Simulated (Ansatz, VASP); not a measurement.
## Two plane-wave programs on Zr

Contents of INCAR:

```
SYSTEM = Zr
  PREC = Accurate
  ENCUT = 520
  EDIFF = 1E-8
  ISMEAR = -1
  SIGMA = 0.03
  LREAL = .FALSE.
  LASPH = .TRUE.
  NELM = 80
  ALGO = Normal
  ISIF = 2
  LWAVE = .FALSE.
  LCHARG = .FALSE.
  LEFG = .TRUE.
  NBANDS = 12
```

Contents of KPOINTS:

```
regular mesh
0
G
  16 16 16
  0 0 0
```

POSCAR

```
Zr
1.0
   -1.8338185209      1.8338185209      1.8338185209
    1.8338185209     -1.8338185209      1.8338185209
    1.8338185209      1.8338185209     -1.8338185209
Zr
1
Direct
    0.0000000000      0.0000000000      0.0000000000
```

Input for Ansatz:

```yaml
crystal:
  lattice:
    - [-1.8338185209, 1.8338185209, 1.8338185209]
    - [1.8338185209, -1.8338185209, 1.8338185209]
    - [1.8338185209, 1.8338185209, -1.8338185209]
  atoms:
    - { symbol: Zr, position: [0.0, 0.0, 0.0] }
kpoints:
  mp_grid: { grid: [16, 16, 16] }
scf:
  occupations: { method: fermi_dirac, width: 0.03 }
hamiltonian:
  xc: lda
  pseudopotentials: { kind: paw }
output:
  forces: true
  stress: true
  eigenvalues: true
  efg: { contact_densities: true }
```

Change from the starting cell: volume scaled by 1.04, PAW files.

Alike in both runs: task electric field gradients; functional LDA; k mesh 16 × 16 × 16; occupations fermi-dirac, width 0.03 eV; no spin polarisation.

```csv
,VASP,Ansatz
version,VASP 6.6.1,Ansatz 0.2.0
potentials or method,"VASP PAW LDA potentials, release 64 (Zr_sv)","PAW with Ansatz's default frozen-core files, scalar-relativistic"
plane-wave cutoff (eV),520,420
valence electrons in the cell,12,12
```

|  | VASP | Ansatz | Ansatz less VASP |
| --- | --- | --- | --- |
| pressure (GPa) | -11.9 | -12.0 | -0.06 |

LDA's correlation is that of Perdew and Zunger in VASP and of Perdew and Wang (1992) in Ansatz.
